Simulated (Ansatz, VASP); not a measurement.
## Ti in VASP and in Ansatz

Contents of INCAR:

```
SYSTEM = Ti
PREC = Accurate ; ENCUT = 500
EDIFF = 1E-6 ; ISMEAR = 0
SIGMA = 0.15 ; LREAL = .False.
LASPH = .True. ; NELM = 120
ALGO = Normal ; ISIF = 2
LWAVE = .False. ; LCHARG = .False.
GGA = PE ; NBANDS = 25
GGA_COMPAT = .False.
```

KPOINTS

```
regular mesh
0
Gamma
  12 12 14
  0 0 0
```

The input POSCAR:

```
Ti
1.0
    4.4646213109      0.0000000000      0.0000000000
   -2.2323106554      3.8664754735      0.0000000000
    0.0000000000      0.0000000000      2.7609675258
Ti
3
Direct
   -0.0094941117     -0.0189882234      0.0000000000
    0.3380803892      0.6761607784      0.5000000000
    0.6714137225      0.3428274450      0.5000000000
```

Input for Ansatz:

```yaml
crystal:
  lattice:
    - [4.4646213109, 0.0, 0.0]
    - [-2.2323106554, 3.8664754735, 0.0]
    - [0.0, 0.0, 2.7609675258]
  atoms:
    - { symbol: Ti, position: [-0.0094941117, -0.0189882234, 0.0] }
    - { symbol: Ti, position: [0.3380803892, 0.6761607784, 0.5] }
    - { symbol: Ti, position: [0.6714137225, 0.342827445, 0.5] }
basis:
  ecutwfc: 520.0
kpoints:
  mp_grid: { grid: [12, 12, 14] }
hamiltonian:
  xc: pbe
  pseudopotentials: { kind: paw, azcp: { folder: soft_1 } }
scf:
  occupations: { method: gaussian, width: 0.15 }
output:
  forces: true
  stress: true
  eigenvalues: true
```

Change from the starting cell: mode 6 frozen in at -0.075 Å, equal normal strain along x, y and z -0.0250.

Alike in both runs: task single point; functional PBE; k mesh 12 × 12 × 14; occupations gaussian, width 0.15 eV; no spin polarisation.

|  | VASP | Ansatz |
| --- | --- | --- |
| version | VASP 6.6.1 | Ansatz 0.2.0 |
| potentials or method | VASP PAW PBE potentials, release 64 (Ti_sv), cutoff 500 eV | scalar-relativistic, plane waves, PAW |
| valence electrons in the cell | 36 | 36 |

```tsv
	VASP	Ansatz	Ansatz less VASP
gap on the k mesh at the Fermi level (eV)	none	none	-
pressure (GPa)	9.8	10.1	+0.35
traceless stress, the component that is largest in VASP (GPa)	-0.23	-0.22	+0.005
rms of the force components (eV/Å)	0.204	0.206	+0.0020
```

Atom by atom the forces differ by 0.002 eV/Å (rms over components). A gap of «none» marks a metal or a gap that the smearing closes. The functional is the same, so the differences come from potentials, cutoffs and numerics.
